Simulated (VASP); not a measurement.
# MgO in VASP: further runs

Runs on MgO. Level: r2SCAN. Tasks: single point.

All numbers are computed with VASP 6.6.1; they aren't measurements. Logs are shortened: lines on timing, memory, paths and dates and some standing lists are left out, and cuts for length are marked.

## 1. The cell of the first run

It takes space group R-3m (No. 166, trigonal). Conventional cell: a = 2.963 Å, b = 2.963 Å, c = 7.290 Å, α = 90.00°, β = 90.00°, γ = 120.00°. Within 2.8 Å of Mg (site symmetry -3m) lie 6 O at 2.10 Å. O (site symmetry -3m) has 6 Mg at 2.10 Å within 2.8 Å.

## 2. Single point, r2SCAN (epitaxial 111 strain -0.3%)

The input, POSCAR:

```
MgO
1.0
    0.0062156338      2.1014458981      2.1014458981
    2.1014458981      0.0062156338      2.1014458981
    2.1014458981      2.1014458981      0.0062156338
Mg O
1 1
Direct
    0.0000000000      0.0000000000      0.0000000000
    0.5000000000      0.5000000000      0.5000000000
```

The input, INCAR.step1:

```
SYSTEM = MgO
PREC = Accurate
ENCUT = 660
ISMEAR = 0
SIGMA = 0.01
LREAL = .False.
LASPH = .True.
NELM = 120
NBANDS = 15
GGA = PE
ALGO = Normal
EDIFF = 1E-5
LWAVE = .True.
LCHARG = .False.
GGA_COMPAT = .False.
```

The input, INCAR.step2:

```
SYSTEM = MgO
PREC = Accurate
ENCUT = 660
EDIFF = 1E-6
ISMEAR = 0
SIGMA = 0.01
LREAL = .False.
LASPH = .True.
NELM = 120
ALGO = Normal
ISIF = 2
LWAVE = .False.
LCHARG = .False.
METAGGA = R2SCAN
LMIXTAU = .True.
NBANDS = 15
ISTART = 1
GGA_COMPAT = .False.
```

The input, KPOINTS:

```
regular mesh
0
Gamma
  10 10 10
  0 0 0
```

Potentials or basis: VASP PAW PBE potentials, release 64 (Mg_sv, O).

Command:

```bash
$ cat potpaw_PBE.64/Mg_sv/POTCAR potpaw_PBE.64/O/POTCAR > POTCAR
$ cp INCAR.step1 INCAR
$ mpirun -np 1 vasp_std > vasp.out
$ cp INCAR.step2 INCAR
$ mpirun -np 1 vasp_std > vasp.out
```

OUTCAR:

```text
SYSTEM = MgO
   PREC = Accurate
   ENCUT = 660
   EDIFF = 1E-6
   ISMEAR = 0
   LREAL = .False.
   LASPH = .True.
   NELM = 120
   ISIF = 2
   METAGGA = R2SCAN
   ISTART = 1

 ion  position               nearest neighbor table
   1  0.000  0.000  0.000-   2 2.10   2 2.10   2 2.10   2 2.10   2 2.10   2 2.10
   2  0.500  0.500  0.500-   1 2.10   1 2.10   1 2.10   1 2.10   1 2.10   1 2.10

  LATTYP: Found a trigonal (rhomboedric) cell.
 ALAT       =     2.9718997896
 COS(alpha) =     0.5029555891

  Lattice vectors:

 A1 = (   0.0062156338,   2.1014458981,   2.1014458981)
 A2 = (   2.1014458981,   0.0062156338,   2.1014458981)
 A3 = (   2.1014458981,   2.1014458981,   0.0062156338)

Analysis of symmetry for initial positions (statically):
=====================================================================
 Subroutine PRICEL returns:
 Original cell was already a primitive cell.

 Routine SETGRP: Setting up the symmetry group for a
 trigonal (rhombohedral) supercell.

 Subroutine GETGRP returns: Found 12 space group operations
 (whereof 12 operations were pure point group operations)
 out of a pool of 12 trial point group operations.

The static configuration has the point symmetry D_3d.

Analysis of symmetry for dynamics (positions and initial velocities):
=====================================================================
 Subroutine PRICEL returns:
 Original cell was already a primitive cell.

 Routine SETGRP: Setting up the symmetry group for a
 trigonal (rhombohedral) supercell.

 Subroutine GETGRP returns: Found 12 space group operations
 (whereof 12 operations were pure point group operations)
 out of a pool of 12 trial point group operations.

The dynamic configuration has the point symmetry D_3d.

 Subroutine INISYM returns: Found 12 space group operations
 (whereof 12 operations are pure point group operations),
 and found     1 'primitive' translations

----------------------------------------------------------------------------------------

                                     Primitive cell

  volume of cell :      18.4779

  direct lattice vectors                    reciprocal lattice vectors
     0.006215634  2.101445898  2.101445898    -0.238989654  0.238284857  0.238284857
     2.101445898  0.006215634  2.101445898     0.238284857 -0.238989654  0.238284857
     2.101445898  2.101445898  0.006215634     0.238284857  0.238284857 -0.238989654

  length of vectors
     2.971899790  2.971899790  2.971899790     0.413128795  0.413128795  0.413128795

  position of ions in fractional coordinates (direct lattice)
     0.000000000  0.000000000  0.000000000
     0.500000000  0.500000000  0.500000000

  ion indices of the primitive-cell ions
   primitive index   ion index
                 1           1
                 2           2

----------------------------------------------------------------------------------------

 KPOINTS: regular mesh

Automatic generation of k-mesh.
 Grid dimensions read from file:
 generate k-points for:   10   10   10

 Generating k-lattice:

  Cartesian coordinates                     Fractional coordinates (reciprocal lattice)
    -0.023898965  0.023828486  0.023828486     0.100000000  0.000000000 -0.000000000
     0.023828486 -0.023898965  0.023828486     0.000000000  0.100000000 -0.000000000
     0.023828486  0.023828486 -0.023898965     0.000000000  0.000000000  0.100000000

  Length of vectors
     0.041312879  0.041312879  0.041312879

  Shift w.r.t. Gamma in fractional coordinates (k-lattice)
     0.000000000  0.000000000  0.000000000

 Subroutine IBZKPT returns following result:
 ===========================================

 Found    116 irreducible k-points:

 Following reciprocal coordinates:
            Coordinates               Weight
  0.000000  0.000000  0.000000      1.000000
  0.100000  0.000000  0.000000      6.000000
  0.200000  0.000000  0.000000      6.000000
  0.300000  0.000000 -0.000000      6.000000
  0.400000  0.000000  0.000000      6.000000
  0.500000 -0.000000 -0.000000      3.000000
[... 16 lines left out ...]
  0.300000  0.300000 -0.000000      6.000000
  0.400000  0.300000 -0.000000     12.000000
 [... further k-points ...]
   k-points           NKPTS =    116   k-points in BZ     NKDIM =    116   number of bands    NBANDS=     15
   number of dos      NEDOS =    301   number of ions     NIONS =      2
   total plane-waves  NPLWV =  21952
   dimension x,y,z NGX =    28 NGY =   28 NGZ =   28
   dimension x,y,z NGXF=    56 NGYF=   56 NGZF=   56
   ions per type =               1   1
   NGX,Y,Z   is equivalent  to a cutoff of  15.66, 15.66, 15.66 a.u.
   NGXF,Y,Z  is equivalent  to a cutoff of  31.33, 31.33, 31.33 a.u.
 SYSTEM =  MgO
   PREC   = accura    normal or accurate (medium, high low for compatibility)
   ISTART =      1    job   : 0-new  1-cont  2-samecut
   ICHARG =      0    charge: 1-file 2-atom 10-const
   ISPIN  =      1    spin polarized calculation?
   LNONCOLLINEAR =      F non collinear calculations
   LSORBIT =      F    spin-orbit coupling
   LASPH  =      T    aspherical Exc in radial PAW
   ENCUT  =  660.0 eV  48.51 Ry    6.96 a.u.   6.23  6.23  6.23*2*pi/ulx,y,z
   NELM   =    120;   NELMIN=  2; NELMDL=  0     # of ELM steps
   EDIFF  = 0.1E-05   stopping-criterion for ELM
   LREAL  =      F    real-space projection
   EDIFFG = 0.1E-04   stopping-criterion for IOM
   NSW    =      0    number of steps for IOM
   IBRION =     -1    ionic relax: 0-MD 1-quasi-New 2-CG
   NFREE  =      0    steps in history (QN), initial steepest desc. (CG)
   ISIF   =      2    stress and relaxation
   ISYM   =      2    0-nonsym 1-usesym 2-fastsym
   POTIM  = 0.5000    time-step for ionic-motion
   TEBEG  =    0.0;   TEEND  =   0.0 temperature during run
   PSTRESS=    0.0 pullay stress
   NELECT =      16.0000    total number of electrons
   NUPDOWN=      -1.0000    fix difference up-down
   EMIN   =  10.00;   EMAX   =-10.00  energy-range for DOS
   EFERMI =   0.00;   METHOD = LEGACY
   ISMEAR =     0;   SIGMA  =   0.01  broadening in eV -4-tet -1-fermi 0-gaus
   EFERMI_NEDOS =   21; number of points for ismear=-14 and -15
   IALGO  =     38    algorithm
   IMIX   =      4    mixing-type and parameters
     AMIX     =   0.40;   BMIX     =  1.00
     AMIX_MAG =   1.60;   BMIX_MAG =  1.00
  volume/ion in A,a.u.               =       9.24        62.35
  Fermi-wavevector in a.u.,A,eV,Ry     =   1.560380  2.948690 33.127262  2.434785
  Thomas-Fermi vector in A             =   2.663600
   LORBIT       =      0    0 simple, 1 ext, 2 COOP (PROOUT), +10 PAW based schemes
   METAGGA = R2SCAN    functional components
   LHFCALC =     F    Hartree Fock is set to
   AEXX    =    0.0000 exact exchange contribution
   IVDW    =     0    specifies the selected vdW correction
   LEPSILON=     F    determine dielectric tensor
   LRPA    =     F    only Hartree local field effects (RPA)
 non-spin polarized calculation
 Gauss-broadening in eV      SIGMA  =   0.01
  energy-cutoff  :      660.00
  volume of cell :       18.48
 maximum number of plane-waves:       725
 NGX is ok and might be reduce to    28
   NGX = 13   NGY = 13   NGZ = 13

 number of electron      15.9999994 magnetization

 Free energy of the ion-electron system (eV)
  ---------------------------------------------------
  ext. energy  EPLUGINS =         0.00000000
  ---------------------------------------------------
  free energy    TOTEN  =       -16.17195444 eV

  energy without entropy =      -16.17195444  energy(sigma->0) =      -16.17195444

 E-fermi :   2.6985     XC(G=0): -12.1010

 val. band max:        2.5988282364   @ k =   0.0000   0.0000   0.0000
 cond. band min:       8.3550626912   @ k =   0.0000   0.0000   0.0000
 fundamental gap:      5.7562344547
 Fermi energy:         2.6984701303

 k-point     1 :       0.0000    0.0000    0.0000
  band No.  band energies     occupation
      1     -72.3438      2.00000
      2     -37.4366      2.00000
      3     -37.4366      2.00000
      4     -37.4345      2.00000
      5     -15.6558      2.00000
      6       2.5646      2.00000
      7       2.5988      2.00000
      8       2.5988      2.00000
      9       8.3551      0.00000
     10      19.4236      0.00000
     11      19.5569      0.00000
     12      19.5569      0.00000
     13      23.6519      0.00000
     14      25.4918      0.00000
     15      25.4918      0.00000

 k-point     2 :       0.1000    0.0000    0.0000
  band No.  band energies     occupation
      1     -72.3429      2.00000
      2     -37.4445      2.00000
      3     -37.4373      2.00000
      4     -37.4354      2.00000
      5     -15.5467      2.00000
      6       1.9677      2.00000
      7       2.4978      2.00000
      8       2.5274      2.00000
      9       8.9668      0.00000
     10      18.2804      0.00000
     11      19.6992      0.00000
     12      19.8135      0.00000
     13      24.7966      0.00000
     14      24.8240      0.00000
     15      25.3866      0.00000

 k-point     3 :       0.2000    0.0000    0.0000
  band No.  band energies     occupation
      1     -72.3408      2.00000
      2     -37.4672      2.00000
      3     -37.4394      2.00000
      4     -37.4375      2.00000
      5     -15.2482      2.00000
      6       0.6459      2.00000
      7       2.3179      2.00000
      8       2.3461      2.00000
      9      10.1734      0.00000
     10      16.7675      0.00000
     11      20.2466      0.00000
     12      20.3440      0.00000
     13      24.0903      0.00000
     14      24.1583      0.00000
     15      26.6107      0.00000
[... 343 lines left out ...]
 k-point    23 :       0.3000    0.3000   -0.0000
  band No.  band energies     occupation
      1     -72.3363      2.00000
      2     -37.4866      2.00000
      3     -37.4552      2.00000
      4     -37.4540      2.00000
      5     -14.6647      2.00000
      6      -0.5736      2.00000
      7       1.6119      2.00000
      8       1.6445      2.00000
      9      12.5990      0.00000
     10      14.0017      0.00000
     11      18.4218      0.00000
     12      21.9501      0.00000
     13      22.0186      0.00000
     14      28.2587      0.00000
     15      31.8804      0.00000

 k-point    24 :       0.4000    0.3000   -0.0000
  band No.  band energies     occupation
      1     -72.3346      2.00000
      2     -37.4973      2.00000
      3     -37.4609      2.00000
      4     -37.4571      2.00000
      5     -14.4240      2.00000
      6      -1.0072      2.00000
      7       1.2747      2.00000
      8       1.4589      2.00000
      9      13.2961      0.00000
     10      13.8298      0.00000
     11      17.5625      0.00000
     12      22.2513      0.00000
     13      22.5365      0.00000
     14      29.0651      0.00000
     15      31.3763      0.00000

 [... further k-points ...]

------------------------ aborting loop because EDIFF is reached ----------------------------------------

  FORCE on cell =-STRESS in cart. coord.  units (eV):
  Direction    XX          YY          ZZ          XY          YZ          ZX
  --------------------------------------------------------------------------------------
  -------------------------------------------------------------------------------------
  Total        0.0819039      0.0819039      0.0819039     -0.0517888     -0.0517888     -0.0517888
  in kB        7.1016916      7.1016916      7.1016916     -4.4904857     -4.4904857     -4.4904857
  external PRESSURE =       7.1016916 kB  Pullay stress =       0.0000000 kB

 VOLUME and BASIS-vectors are now :
 -----------------------------------------------------------------------------
  energy-cutoff  :      660.00
  volume of cell :       18.48
      direct lattice vectors                 reciprocal lattice vectors
     0.006215634  2.101445898  2.101445898    -0.238989654  0.238284857  0.238284857
     2.101445898  0.006215634  2.101445898     0.238284857 -0.238989654  0.238284857
     2.101445898  2.101445898  0.006215634     0.238284857  0.238284857 -0.238989654

 POSITION                                       TOTAL-FORCE (eV/Angst)
 -----------------------------------------------------------------------------------
      0.00000      0.00000      0.00000         0.000000     -0.000000     -0.000000
      2.10455      2.10455      2.10455        -0.000000      0.000000      0.000000
 -----------------------------------------------------------------------------------
    total drift:                                0.000000      0.000000      0.000000

  FREE ENERGIE OF THE ION-ELECTRON SYSTEM (eV)
  ---------------------------------------------------
  free  energy   TOTEN  =       -16.1719544397 eV

  energy  without entropy=      -16.1719544397  energy(sigma->0) =      -16.17195444
```

Wall time 90 s (1 thread of Intel Xeon 6975P-C (Granite Rapids), shared host); peak memory 0.18 GiB.

What came out:

* Free energy: -16.1720 eV
* Pressure: 0.7 GPa
* Band gap on the k mesh: 5.76 eV

Stress tensor (GPa, compression positive):
```
 0.71 -0.45 -0.45
-0.45  0.71 -0.45
-0.45 -0.45  0.71
```

Levels at points of the mesh, in eV from the valence-band top:
```tsv
k point	band 4	band 5	band 6	band 7	band 8	band 9	band 10	band 11	band 12	band 13
(0.00, 0.00, 0.00)	-40.03	-18.25	-0.03	0.00	0.00	5.76	16.82	16.96	16.96	21.05
(0.50, 0.00, 0.00)	-40.04	-16.95	-4.65	-0.72	-0.69	8.88	13.99	17.56	17.62	22.67
(0.50, 0.50, 0.00)	-40.06	-16.74	-4.13	-1.41	-1.37	10.05	11.29	14.43	20.59	20.65
(0.50, 0.50, 0.50)	-40.04	-16.96	-4.67	-0.68	-0.68	8.92	13.92	17.68	17.68	22.73
```

Caveat: the cell differs from its parent crystal (epitaxial 111 strain -0.3%); the PAW data sets were made with another functional, which shifts forces and pressure a little.

## 3. Single point, r2SCAN (epitaxial xy strain -5.0%)

The input, POSCAR:

```
MgO
1.0
    0.0000000000      1.9981101297      2.1751995859
    1.9981101297      0.0000000000      2.1751995859
    1.9981101297      1.9981101297      0.0000000000
Mg O
1 1
Direct
    0.0000000000      0.0000000000      0.0000000000
    0.5000000000      0.5000000000      0.5000000000
```

The input, INCAR.step1:

```
PREC = Accurate
ENCUT = 750
ISMEAR = 0
SIGMA = 0.01
LREAL = F
LASPH = T
NELM = 120
NBANDS = 15
GGA = PE
ALGO = Normal
EDIFF = 1E-5
LWAVE = T
LCHARG = F
GGA_COMPAT = F
```

The input, INCAR.step2:

```
PREC = Accurate
ENCUT = 750
EDIFF = 1E-6
ISMEAR = 0
SIGMA = 0.01
LREAL = F
LASPH = T
NELM = 120
ALGO = Normal
ISIF = 2
LWAVE = F
LCHARG = T
METAGGA = R2SCAN
LMIXTAU = T
LELF = T
LVHAR = T
NBANDS = 15
ISTART = 1
GGA_COMPAT = F
```

The input, KPOINTS:

```
regular mesh
0
Gamma
  10 10 10
```

Potentials or basis: VASP PAW PBE potentials, release 64 (Mg_sv, O).

Command:

```bash
$ cat potpaw_PBE.64/Mg_sv/POTCAR potpaw_PBE.64/O/POTCAR > POTCAR
$ cp INCAR.step1 INCAR
$ mpirun -np 1 vasp_std > vasp.out
$ cp INCAR.step2 INCAR
$ mpirun -np 1 vasp_std > vasp.out
```

Wall time 3 min (1 thread of AMD EPYC 7R43 (Zen 3), shared host); peak memory 0.16 GiB.

It converged, with:

- Free energy: -16.0331 eV
- Pressure: 15.6 GPa
- Band gap on the k mesh: 6.27 eV

Stress tensor (GPa, compression positive):
```
23.66  0.00  0.00
 0.00 23.66  0.00
 0.00  0.00 -0.55
```

Levels at points of the mesh, in eV from the valence-band top:
```
           k point  band 4  band 5  band 6  band 7  band 8  band 9  band 10  band 11  band 12  band 13
(0.00, 0.00, 0.00)  -39.80  -18.65   -0.11   -0.11    0.00    6.27    16.67    17.64    17.64    21.65
(0.50, 0.00, 0.00)  -39.80  -17.16   -5.00   -0.96   -0.73    9.19    14.57    17.45    19.33    23.55
(0.50, 0.50, 0.00)  -39.83  -17.14   -4.65   -1.27   -1.27   10.73    12.20    14.31    22.28    22.28
(0.50, 0.00, 0.50)  -39.86  -16.87   -4.32   -1.93   -1.39    9.84    11.89    15.44    20.36    22.22
```

Caveat: the cell differs from its parent crystal (epitaxial xy strain -5.0%); the cell stands under pressure; the PAW data sets were made with another functional, which shifts forces and pressure a little.

[end of part 1 of 2]
